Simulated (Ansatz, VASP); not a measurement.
**Two plane-wave programs on K**

File INCAR:

```
SYSTEM = K
PREC = Accurate
ENCUT = 520
EDIFF = 1E-7
ISMEAR = 0
SIGMA = 0.15
LREAL = .FALSE.
LASPH = .TRUE.
NELM = 100
ALGO = Fast
ISIF = 2
LWAVE = .FALSE.
LCHARG = .FALSE.
GGA = PE
NBANDS = 10
```

KPOINTS

```
regular mesh
0
G
  12 12 12
  0 0 0
```

POSCAR

```
K
1.0
    4.1756490564      0.0000000000      0.0000000000
    0.0000000000      4.1756490564      0.0000000000
    0.0000000000      0.0000000000      4.5932139620
K
1
Direct
    0.0000000000      0.0000000000      0.0000000000
```

Input for Ansatz:

```yaml
crystal:
  lattice:
    - [4.1756490564, 0.0, 0.0]
    - [0.0, 4.1756490564, 0.0]
    - [0.0, 0.0, 4.593213962]
  atoms:
    - { symbol: K, position: [0.0, 0.0, 0.0] }
basis:
  ecutwfc: 420
kpoints:
  mp_grid: { grid: [12, 12, 12] }
hamiltonian:
  xc: pbe
scf:
  occupations: { method: gaussian, width: 0.15 }
output:
  forces: true
  stress: true
  eigenvalues: true
```

Alike in both runs: task single point; functional PBE; k mesh 12 × 12 × 12; occupations gaussian, width 0.15 eV; no spin polarisation.

|  | VASP | Ansatz |
| --- | --- | --- |
| version | VASP 6.6.1 | Ansatz 0.2.0 |
| potentials or method | VASP PAW PBE potentials, release 64 (K_sv), cutoff 520 eV | scalar-relativistic, plane waves, PAW |
| valence electrons in the cell | 9 | 9 |

|  | VASP | Ansatz | Ansatz less VASP |
| --- | --- | --- | --- |
| gap on the k mesh at the Fermi level (eV) | none | none | - |
| pressure (GPa) | 0.0 | 0.0 | +0.01 |
| traceless stress, the component that is largest in VASP (GPa) | -0.50 | -0.50 | +0.001 |

A gap of «none» marks a metal or a gap that the smearing closes. The functional is the same, so the differences come from potentials, cutoffs and numerics.
